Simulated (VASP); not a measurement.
# HC12 (a cell with a defect) in VASP: a series of runs

The runs below take HC12 (a cell with a defect) through single point, with LDA.

All numbers are computed with VASP 6.6.1; they aren't measurements. Logs are shortened: lines on timing, memory, paths and dates and some standing lists are left out, and cuts for length are marked.

## (1) The cell of the first run

The cell holds a defect, 13 atoms: a = 4.325 Å, b = 4.325 Å, c = 4.325 Å, α = 80.41°, β = 70.53°, γ = 60.00°.

## (2) Single point, LDA

The input, INCAR:

```
SYSTEM = HC12
PREC = Accurate
ENCUT = 520
EDIFF = 1E-6
ISMEAR = 0
SIGMA = 0.05
LREAL = .FALSE.
LASPH = .TRUE.
NELM = 60
ALGO = Normal
ISIF = 2
LWAVE = .FALSE.
LCHARG = .FALSE.
GGA = CA
NELECT = 48.0
NBANDS = 36
```

The input, KPOINTS:

```
regular mesh
0
G
  6 6 6
  0 0 0
```

The input, POSCAR:

```
HC12
1.0
    1.7657489870     -3.5314979740     -1.7657489870
    3.5314979740     -1.7657489870      1.7657489870
   -1.7657489870     -3.5314979740      1.7657489870
C H
12 1
Direct
    0.2500000000      1.0000000000      0.2500000000
    0.0833333333      0.3333333333      0.7500000000
    0.9166666667      0.6666666667      0.2500000000
    0.7500000000      1.0000000000      0.7500000000
    0.5833333333      0.3333333333      0.2500000000
    0.4166666667      0.6666666667      0.7500000000
    0.9583333333      0.3333333333      0.1250000000
    0.7916666667      0.6666666667      0.6250000000
    0.6250000000      1.0000000000      0.1250000000
    0.4583333333      0.3333333333      0.6250000000
    0.2916666667      0.6666666667      0.1250000000
    0.1250000000      1.0000000000      0.6250000000
    1.1944444444      0.3611111111      0.3333333333
```

Potentials or basis: VASP PAW LDA potentials, release 64 (C, H).

Command:

```sh
$ cat potpaw_LDA.64/C/POTCAR potpaw_LDA.64/H/POTCAR > POTCAR
$ mpirun -np 1 vasp_std > vasp.out
```

OUTCAR:

```text
SYSTEM = HC12
   PREC = Accurate
   ENCUT = 520
   EDIFF = 1E-6
   ISMEAR = 0
   LREAL = .FALSE.
   LASPH = .TRUE.
   NELM = 60
   ISIF = 2
   GGA = CA
   NELECT = 48.0

 ion  position               nearest neighbor table
   1  0.250  0.000  0.250-  11 1.53   9 1.53   7 1.53  12 1.53
   2  0.083  0.333  0.750-  12 1.53   8 1.53  10 1.53   7 1.53
   3  0.917  0.667  0.250-  13 1.36   9 1.53  11 1.53   8 1.53   7 1.53
   4  0.750  0.000  0.750-   8 1.53   9 1.53  10 1.53  12 1.53
   5  0.583  0.333  0.250-   9 1.53   7 1.53  10 1.53  11 1.53
   6  0.417  0.667  0.750-   8 1.53  11 1.53  12 1.53  10 1.53
   7  0.958  0.333  0.125-   1 1.53   2 1.53   5 1.53   3 1.53
   8  0.792  0.667  0.625-   4 1.53   3 1.53   2 1.53   6 1.53
   9  0.625  0.000  0.125-   5 1.53   3 1.53   4 1.53   1 1.53
  10  0.458  0.333  0.625-   2 1.53   4 1.53   5 1.53   6 1.53
  11  0.292  0.667  0.125-   1 1.53   3 1.53   5 1.53   6 1.53
  12  0.125  0.000  0.625-   2 1.53   1 1.53   4 1.53   6 1.53
  13  0.194  0.361  0.333-   3 1.36

  LATTYP: Found a base centered monoclinic cell.
 ALAT       =     4.3251840320
 B/A-ratio  =     1.7320508076
 C/A-ratio  =     1.0000000000
 COS(beta)  =    -0.3333333333

  Lattice vectors:

 A1 = (   1.7657489870,   1.7657489870,   3.5314979740)
 A2 = (  -3.5314979740,   1.7657489870,  -1.7657489870)
 A3 = (  -1.7657489870,  -3.5314979740,   1.7657489870)

Analysis of symmetry for initial positions (statically):
=====================================================================
 Subroutine PRICEL returns:
 Original cell was already a primitive cell.

 Routine SETGRP: Setting up the symmetry group for a
 base centered monoclinic supercell.

 Subroutine GETGRP returns: Found  1 space group operations
 (whereof  1 operations were pure point group operations)
 out of a pool of  4 trial point group operations.

The static configuration has the point symmetry C_1 .

Analysis of symmetry for dynamics (positions and initial velocities):
=====================================================================
 Subroutine PRICEL returns:
 Original cell was already a primitive cell.

 Routine SETGRP: Setting up the symmetry group for a
 base centered monoclinic supercell.

 Subroutine GETGRP returns: Found  1 space group operations
 (whereof  1 operations were pure point group operations)
 out of a pool of  4 trial point group operations.

The dynamic configuration has the point symmetry C_1 .

 Subroutine INISYM returns: Found  1 space group operations
 (whereof  1 operations are pure point group operations),
 and found     1 'primitive' translations

----------------------------------------------------------------------------------------

                                     Primitive cell

  volume of cell :      66.0645

  direct lattice vectors                    reciprocal lattice vectors
     1.765748987 -3.531497974 -1.765748987     0.047194326 -0.141582978 -0.235971630
     3.531497974 -1.765748987  1.765748987     0.188777304  0.000000000  0.188777304
    -1.765748987 -3.531497974  1.765748987    -0.141582978 -0.141582978  0.141582978

  length of vectors
     4.325184032  4.325184032  4.325184032     0.279205398  0.266971424  0.245228911

  position of ions in fractional coordinates (direct lattice)
     0.250000000  0.000000000  0.250000000
     0.083333333  0.333333333  0.750000000
     0.916666667  0.666666667  0.250000000
     0.750000000  0.000000000  0.750000000
     0.583333333  0.333333333  0.250000000
     0.416666667  0.666666667  0.750000000
     0.958333333  0.333333333  0.125000000
     0.791666667  0.666666667  0.625000000
     0.625000000  0.000000000  0.125000000
     0.458333333  0.333333333  0.625000000
     0.291666667  0.666666667  0.125000000
     0.125000000  0.000000000  0.625000000
     0.194444444  0.361111111  0.333333333

  ion indices of the primitive-cell ions
   primitive index   ion index
                 1           1
                 2           2
                 3           3
                 4           4
                 5           5
                 6           6
                 7           7
                 8           8
                 9           9
                10          10
                11          11
                12          12
                13          13

----------------------------------------------------------------------------------------

 KPOINTS: regular mesh

Automatic generation of k-mesh.
 Grid dimensions read from file:
 generate k-points for:    6    6    6

 Generating k-lattice:

  Cartesian coordinates                     Fractional coordinates (reciprocal lattice)
     0.007865721 -0.023597163 -0.039328605     0.166666667 -0.000000000 -0.000000000
     0.031462884  0.000000000  0.031462884     0.000000000  0.166666667  0.000000000
    -0.023597163 -0.023597163  0.023597163     0.000000000  0.000000000  0.166666667

  Length of vectors
     0.046534233  0.044495237  0.040871485

  Shift w.r.t. Gamma in fractional coordinates (k-lattice)
     0.000000000  0.000000000  0.000000000

 Subroutine IBZKPT returns following result:
 ===========================================

 Found    112 irreducible k-points:

 Following reciprocal coordinates:
            Coordinates               Weight
  0.000000  0.000000  0.000000      1.000000
  0.166667  0.000000  0.000000      2.000000
 -0.166667 -0.166667 -0.000000      2.000000
  0.333333 -0.000000  0.000000      2.000000
 -0.333333 -0.333333 -0.000000      2.000000
  0.500000 -0.000000  0.000000      1.000000
[... 16 lines left out ...]
 -0.166667 -0.166667 -0.166667      2.000000
  0.333333 -0.000000  0.166667      2.000000
 [... further k-points ...]
   k-points           NKPTS =    112   k-points in BZ     NKDIM =    112   number of bands    NBANDS=     36
   number of dos      NEDOS =    301   number of ions     NIONS =     13
   total plane-waves  NPLWV =  32768
   dimension x,y,z NGX =    32 NGY =   32 NGZ =   32
   dimension x,y,z NGXF=    64 NGYF=   64 NGZF=   64
   ions per type =              12   1
   NGX,Y,Z   is equivalent  to a cutoff of  12.30, 12.30, 12.30 a.u.
   NGXF,Y,Z  is equivalent  to a cutoff of  24.60, 24.60, 24.60 a.u.
 SYSTEM =  HC12
   PREC   = accura    normal or accurate (medium, high low for compatibility)
   ISTART =      0    job   : 0-new  1-cont  2-samecut
   ICHARG =      2    charge: 1-file 2-atom 10-const
   ISPIN  =      1    spin polarized calculation?
   LNONCOLLINEAR =      F non collinear calculations
   LSORBIT =      F    spin-orbit coupling
   LASPH  =      T    aspherical Exc in radial PAW
   ENCUT  =  520.0 eV  38.22 Ry    6.18 a.u.   8.04  8.04  8.04*2*pi/ulx,y,z
   NELM   =     60;   NELMIN=  2; NELMDL= -5     # of ELM steps
   EDIFF  = 0.1E-05   stopping-criterion for ELM
   LREAL  =      F    real-space projection
   EDIFFG = 0.1E-04   stopping-criterion for IOM
   NSW    =      0    number of steps for IOM
   IBRION =     -1    ionic relax: 0-MD 1-quasi-New 2-CG
   NFREE  =      0    steps in history (QN), initial steepest desc. (CG)
   ISIF   =      2    stress and relaxation
   ISYM   =      2    0-nonsym 1-usesym 2-fastsym
   POTIM  = 0.5000    time-step for ionic-motion
   TEBEG  =    0.0;   TEEND  =   0.0 temperature during run
   PSTRESS=    0.0 pullay stress
   NELECT =      48.0000    total number of electrons
   NUPDOWN=      -1.0000    fix difference up-down
   EMIN   =  10.00;   EMAX   =-10.00  energy-range for DOS
   EFERMI =   0.00;   METHOD = LEGACY
   ISMEAR =     0;   SIGMA  =   0.05  broadening in eV -4-tet -1-fermi 0-gaus
   EFERMI_NEDOS =   21; number of points for ismear=-14 and -15
   IALGO  =     38    algorithm
   IMIX   =      4    mixing-type and parameters
     AMIX     =   0.40;   BMIX     =  1.00
     AMIX_MAG =   1.60;   BMIX_MAG =  1.00
  volume/ion in A,a.u.               =       5.08        34.29
  Fermi-wavevector in a.u.,A,eV,Ry     =   1.471745  2.781195 29.470667  2.166033
  Thomas-Fermi vector in A             =   2.586844
   LORBIT       =      0    0 simple, 1 ext, 2 COOP (PROOUT), +10 PAW based schemes
   GGA     = CA    functional components
   LHFCALC =     F    Hartree Fock is set to
   AEXX    =    0.0000 exact exchange contribution
   IVDW    =     0    specifies the selected vdW correction
   LEPSILON=     F    determine dielectric tensor
   LRPA    =     F    only Hartree local field effects (RPA)
 non-spin polarized calculation
 Gauss-broadening in eV      SIGMA  =   0.05
  energy-cutoff  :      520.00
  volume of cell :       66.06
 maximum number of plane-waves:      1807
   NGX = 17   NGY = 17   NGZ = 17

 number of electron      47.9999998 magnetization

 Free energy of the ion-electron system (eV)
  ---------------------------------------------------
  ext. energy  EPLUGINS =         0.00000000
  ---------------------------------------------------
  free energy    TOTEN  =      -131.41900707 eV

  energy without entropy =     -131.41900707  energy(sigma->0) =     -131.41900707

 E-fermi :  10.6531     XC(G=0): -13.6726

 val. band max:       10.3873601638   @ k =   0.0000   0.0000   0.0000
 cond. band min:      11.3874635178   @ k =  -0.3333   0.3333   0.5000
 fundamental gap:      1.0001033540
 Fermi energy:        10.6531307797

 k-point     1 :       0.0000    0.0000    0.0000
  band No.  band energies     occupation
      1     -11.8163      2.00000
      2      -5.6757      2.00000
      3      -4.3438      2.00000
      4      -3.9481      2.00000
      5      -3.7677      2.00000
      6      -3.4550      2.00000
[... 28 lines left out ...]
     35      20.3208      0.00000
     36      20.7206      0.00000
[... 866 lines left out ...]
      6      -4.3306      2.00000
[... 28 lines left out ...]
     35      19.8190      0.00000
     36      20.3475      0.00000

 [... further k-points ...]

------------------------ aborting loop because EDIFF is reached ----------------------------------------

  FORCE on cell =-STRESS in cart. coord.  units (eV):
  Direction    XX          YY          ZZ          XY          YZ          ZX
  --------------------------------------------------------------------------------------
  -------------------------------------------------------------------------------------
  Total       -8.4560283     -8.4108245     -8.1603154     -0.1875778      0.1159811      0.0890220
  in kB     -205.0731794   -203.9769097   -197.9016356     -4.5490822      2.8127396      2.1589352
  external PRESSURE =    -202.3172416 kB  Pullay stress =       0.0000000 kB

 VOLUME and BASIS-vectors are now :
 -----------------------------------------------------------------------------
  energy-cutoff  :      520.00
  volume of cell :       66.06
      direct lattice vectors                 reciprocal lattice vectors
     1.765748987 -3.531497974 -1.765748987     0.047194326 -0.141582978 -0.235971630
     3.531497974 -1.765748987  1.765748987     0.188777304  0.000000000  0.188777304
    -1.765748987 -3.531497974  1.765748987    -0.141582978 -0.141582978  0.141582978

 POSITION                                       TOTAL-FORCE (eV/Angst)
 -----------------------------------------------------------------------------------
      0.00000     -1.76575      0.00000        -1.107847      0.081550     -0.429334
     -0.00000     -3.53150      1.76575        -0.316735     -0.512760      0.202126
      3.53150     -5.29725     -0.00000         0.325961      0.354540      1.111865
      0.00000     -5.29725      0.00000         0.203706      0.143333     -0.160792
      1.76575     -3.53150      0.00000         0.088374     -1.135035     -0.442910
      1.76575     -5.29725      1.76575         0.055906      0.313429     -0.223148
      2.64862     -4.41437     -0.88287         0.006269      1.359428     -0.360246
      2.64862     -6.18012      0.88287        -0.434216     -0.428626      1.130090
      0.88287     -2.64862     -0.88287         0.343848      0.384425     -0.942391
      0.88287     -4.41437      0.88287        -0.214507     -0.713827      0.153290
      2.64862     -2.64862      0.88287         1.411076      0.034531     -0.443655
     -0.88287     -2.64862      0.88287        -0.788957     -0.285403      0.260315
      1.03002     -2.50148      0.88287         0.427123      0.404413      0.144789
 -----------------------------------------------------------------------------------
    total drift:                               -0.000150     -0.000199      0.000076

  FREE ENERGIE OF THE ION-ELECTRON SYSTEM (eV)
  ---------------------------------------------------
  free  energy   TOTEN  =      -131.4190070704 eV

  energy  without entropy=     -131.4190070704  energy(sigma->0) =     -131.41900707
```

Wall time 1.7 min (1 thread of Intel Xeon Platinum 8488C (Sapphire Rapids), shared host); peak memory 0.28 GiB.

Results:

* Free energy: -131.4190 eV
* Largest force: 1.480 eV/Å

Forces on the atoms (eV/Å):
```
C   -1.108  0.082 -0.429
C   -0.317 -0.513  0.202
C    0.326  0.355  1.112
C    0.204  0.143 -0.161
C    0.088 -1.135 -0.443
C    0.056  0.313 -0.223
C    0.006  1.359 -0.360
C   -0.434 -0.429  1.130
C    0.344  0.384 -0.942
C   -0.215 -0.714  0.153
C    1.411  0.035 -0.444
C   -0.789 -0.285  0.260
H    0.427  0.404  0.145
```

Levels at points of the mesh, in eV from the Fermi level:
| k point | band 21 | band 22 | band 23 | band 24 | band 25 | band 26 | band 27 | band 28 |
| --- | --- | --- | --- | --- | --- | --- | --- | --- |
| (0.00, 0.00, 0.00) | -3.21 | -0.29 | -0.28 | -0.27 | 3.02 | 5.15 | 5.19 | 5.32 |
| (0.50, 0.00, 0.00) | -4.60 | -4.57 | -2.39 | -2.24 | 2.31 | 6.02 | 6.32 | 6.42 |
| (0.50, 0.50, 0.00) | -4.62 | -4.51 | -2.39 | -2.28 | 2.37 | 6.04 | 6.27 | 6.37 |
| (0.00, 0.50, 0.00) | -3.18 | -3.15 | -1.74 | -1.63 | 1.61 | 4.47 | 6.43 | 7.18 |
| (0.00, 0.00, 0.50) | -2.47 | -2.43 | -1.79 | -1.77 | 3.16 | 6.78 | 6.86 | 7.08 |
| (0.50, 0.00, 0.50) | -3.80 | -3.72 | -3.14 | -3.13 | 1.24 | 4.47 | 5.45 | 5.75 |
| (0.50, 0.50, 0.50) | -3.83 | -3.70 | -3.14 | -3.12 | 1.25 | 4.46 | 5.47 | 5.62 |
| (0.00, 0.50, 0.50) | -4.69 | -4.48 | -4.22 | -4.13 | 1.80 | 5.76 | 6.01 | 6.17 |

Caveat: the cell carries a net charge on a neutralising background, which shifts energy and pressure; the cell is charged against a uniform background, so pressure and absolute levels hang on convention.

## (3) Single point, LDA

The input, INCAR:

```
ALGO = Normal ; EDIFF = 1E-6
ENCUT = 520 ; ISIF = 2
ISMEAR = 0 ; LASPH = True
LCHARG = False ; LREAL = False
LWAVE = False ; NBANDS = 36
NELECT = 48.0 ; NELM = 60
PREC = Accurate ; SIGMA = 0.05
```

The input, KPOINTS:

```
k-points
0
Gamma
  6 6 6
```

POSCAR, as its differences from that of step 2:

```diff
@@ -20,2 +20,2 @@
     0.1250000000      1.0000000000      0.6250000000
-    1.1944444444      0.3611111111      0.3333333333
+    1.2777777778      0.3611111111      0.4166666667
```

Potentials or basis: VASP PAW LDA potentials, release 64 (C, H).

Command:

```sh
$ cat potpaw_LDA.64/C/POTCAR potpaw_LDA.64/H/POTCAR > POTCAR
$ mpirun -np 1 vasp_std > vasp.out
```

It took 81 s on 1 thread of Intel Xeon 6975P-C (Granite Rapids), shared host; peak memory 0.27 GiB.

Results (log left out):

```yaml
Free_energy: -131.6808 eV
Largest_force: 2.830 eV/Å
```

Forces on the atoms (eV/Å):
```
C   -0.393  0.351 -0.207
C   -1.598  0.388  1.320
C    0.234  0.661  0.434
C   -0.061  0.103 -0.245
C    1.660  0.281 -2.275
C    0.134  0.148 -0.030
C    0.203 -0.546 -0.072
C   -0.065  0.277  0.712
C   -0.102  0.522 -0.757
C   -0.542 -2.522  0.418
C    1.133  0.679  0.162
C   -0.452  0.189  0.053
H   -0.151 -0.530  0.486
```

Levels at points of the mesh, in eV from the Fermi level:
```tsv
k point	band 20	band 21	band 22	band 23	band 24	band 25	band 26	band 27	band 28	band 29
(0.00, 0.00, 0.00)	-3.33	-3.15	-0.38	-0.36	-0.29	2.93	5.13	5.30	5.44	6.27
(0.50, 0.00, 0.00)	-5.23	-4.67	-4.53	-2.50	-2.25	3.53	5.78	6.36	6.53	7.24
(0.50, 0.50, 0.00)	-5.22	-4.64	-4.51	-2.54	-2.29	3.84	5.83	6.30	6.45	7.00
(0.00, 0.50, 0.00)	-5.16	-3.28	-3.15	-2.07	-1.52	2.26	4.47	6.62	7.16	7.62
(0.00, 0.00, 0.50)	-5.43	-2.38	-2.15	-2.07	-2.02	3.81	6.76	6.84	7.11	7.48
(0.50, 0.00, 0.50)	-4.05	-3.94	-3.61	-3.14	-3.12	2.08	4.41	5.06	5.89	7.01
(0.50, 0.50, 0.50)	-4.09	-3.99	-3.61	-3.14	-3.11	2.05	4.40	5.06	5.85	7.01
(0.00, 0.50, 0.50)	-5.24	-4.53	-4.49	-4.31	-4.20	3.14	5.74	5.95	5.98	6.15
```

Caveat: the cell carries a net charge on a neutralising background, which shifts energy and pressure; the cell is charged against a uniform background, so pressure and absolute levels hang on convention.

## (4) Single point, LDA

The input, INCAR:

```
SYSTEM = HC12
  ALGO = Normal
  EDIFF = 1E-7
  ENCUT = 520
  ISIF = 2
  ISMEAR = 0
  LASPH = .TRUE.
  LCHARG = .FALSE.
  LREAL = .FALSE.
  LWAVE = .FALSE.
  NBANDS = 36
  NELECT = 48.0
  NELM = 100
  PREC = Accurate
  SIGMA = 0.05
```

The input, KPOINTS:

```
k-points
0
G
  6 6 6
  0 0 0
```

POSCAR, as its differences from that of step 3:

```diff
@@ -20,2 +20,2 @@
     0.1250000000      1.0000000000      0.6250000000
-    1.2777777778      0.3611111111      0.4166666667
+    1.0694444444      0.3611111111      0.2083333333
```

Command:

```sh
$ cat potpaw_LDA.64/C/POTCAR potpaw_LDA.64/H/POTCAR > POTCAR
$ mpirun -np 1 vasp_std > vasp.out
```

Wall time 4.4 min (1 thread of Intel Xeon 8259CL, shared host); peak memory 0.28 GiB.

It converged, with:

| Quantity | Value |
| --- | --- |
| Free energy | -126.8505 eV |
| Largest force | 37.889 eV/Å |

Forces on the atoms (eV/Å):
```
C    -2.668  -1.124  -1.870
C     0.499  -0.061  -0.386
C     3.623  -1.983   4.620
C     0.297   0.280  -0.266
C    -0.482  -0.947   0.589
C     0.226   0.313  -0.223
C    -7.165  37.194  -0.940
C    -0.558  -0.182   0.316
C     0.250   0.635  -0.771
C    -0.129  -0.237   0.119
C     0.764   0.320  -0.383
C    -0.302  -0.178   0.473
H     5.646 -34.031  -1.278
```

Levels at points of the mesh, in eV from the Fermi level:
| k point | band 20 | band 21 | band 22 | band 23 | band 24 | band 25 | band 26 | band 27 | band 28 | band 29 |
| --- | --- | --- | --- | --- | --- | --- | --- | --- | --- | --- |
| (0.00, 0.00, 0.00) | -3.63 | -3.44 | -0.60 | -0.32 | -0.20 | 3.93 | 5.15 | 5.16 | 6.00 | 6.32 |
| (0.50, 0.00, 0.00) | -4.75 | -4.60 | -4.42 | -2.80 | -2.10 | 5.14 | 5.54 | 6.32 | 6.38 | 6.73 |
| (0.50, 0.50, 0.00) | -4.75 | -4.65 | -4.39 | -2.62 | -2.12 | 5.03 | 5.47 | 6.33 | 6.37 | 6.70 |
| (0.00, 0.50, 0.00) | -5.04 | -3.22 | -3.15 | -1.68 | -1.59 | 3.09 | 4.58 | 6.72 | 6.96 | 7.51 |
| (0.00, 0.00, 0.50) | -5.33 | -3.08 | -2.86 | -1.59 | -1.57 | 4.87 | 6.30 | 6.64 | 7.14 | 7.23 |
| (0.50, 0.00, 0.50) | -4.11 | -4.03 | -3.58 | -3.15 | -3.09 | 4.26 | 4.37 | 4.88 | 5.87 | 7.05 |
| (0.50, 0.50, 0.50) | -4.05 | -3.99 | -3.59 | -3.17 | -3.08 | 4.21 | 4.36 | 4.94 | 5.74 | 7.08 |
| (0.00, 0.50, 0.50) | -5.05 | -4.75 | -4.44 | -4.03 | -4.02 | 3.48 | 5.44 | 6.09 | 6.17 | 6.37 |

Caveat: the cell carries a net charge on a neutralising background, which shifts energy and pressure; the cell is charged against a uniform background, so pressure and absolute levels hang on convention.
